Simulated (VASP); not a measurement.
**HPbNO4: single point with PBE+D3(BJ)**

HPbNO4:

```
H Pb N O
1.0
     6.88910    0.00000    0.01922
     0.00000    4.16073    0.00000
    -3.38562    0.00000    7.16219
H Pb N O
2 2 2 8
Direct
  0.22454 0.75000 0.51177
  0.77546 0.25000 0.48823
  0.29940 0.25000 0.28088
  0.70060 0.75000 0.71912
  0.21714 0.75000 0.83737
  0.78286 0.25000 0.16263
  0.32862 0.75000 0.45627
  0.41096 0.75000 0.87381
  0.15568 0.75000 0.96792
  0.07484 0.75000 0.66870
  0.67138 0.25000 0.54373
  0.58904 0.25000 0.12619
  0.84432 0.25000 0.03208
  0.92516 0.25000 0.33130
```

* Program: VASP 6.6.1
* Task: single point
* Functional: PBE
* Dispersion: D3(BJ)
* Potentials or basis: VASP PAW PBE potentials, release 64 (H, Pb_d, N, O)
* Cutoff: 520 eV
* k mesh: 3 × 5 × 3
* Occupations: fermi-dirac, width 0.05 eV
* Spin: no spin polarisation
* Dipole correction: no
* Further INCAR settings: ALGO = Normal; EDIFF = 1e-06; NBANDS = 57

```json
{
  "Pressure": "0.6 GPa",
  "Largest force": "0.477 eV/Å",
  "Band gap on the k mesh": "3.05 eV, indirect (least direct gap 3.18 eV)",
  "Dispersion energy per atom": "-0.103 eV"
}
```

Forces on the atoms (eV/Å):
```
H   -0.088  0.000  0.037
H    0.088  0.000 -0.037
Pb   0.011  0.000 -0.013
Pb  -0.011  0.000  0.013
N   -0.111  0.000 -0.020
N    0.111  0.000  0.020
O    0.071  0.000 -0.033
O    0.468  0.000  0.092
O   -0.237  0.000  0.256
O   -0.103  0.000 -0.324
O   -0.071  0.000  0.033
O   -0.468  0.000 -0.092
O    0.237  0.000 -0.256
O    0.103  0.000  0.324
```

Stress tensor (GPa, compression positive):
```
 1.20  0.00  0.00
 0.00 -0.23  0.00
 0.00  0.00  0.81
```

Levels at points of the mesh, in eV from the valence-band top:
| k point | band 42 | band 43 | band 44 | band 45 | band 46 | band 47 |
| --- | --- | --- | --- | --- | --- | --- |
| (0.00, 0.00, 0.00) | -0.42 | -0.42 | -0.05 | 3.13 | 3.84 | 4.16 |

Run time: 2.8 min on 1 thread of Intel(R) Xeon(R) Platinum 8488C (Sapphire Rapids) (shared host), peak memory 0.4 GiB.

Caveat: the standard files for N, O and F lose accuracy on very short bonds; spin-orbit coupling is left out, which moves the levels of the heavy elements. A k mesh can miss the band edges.
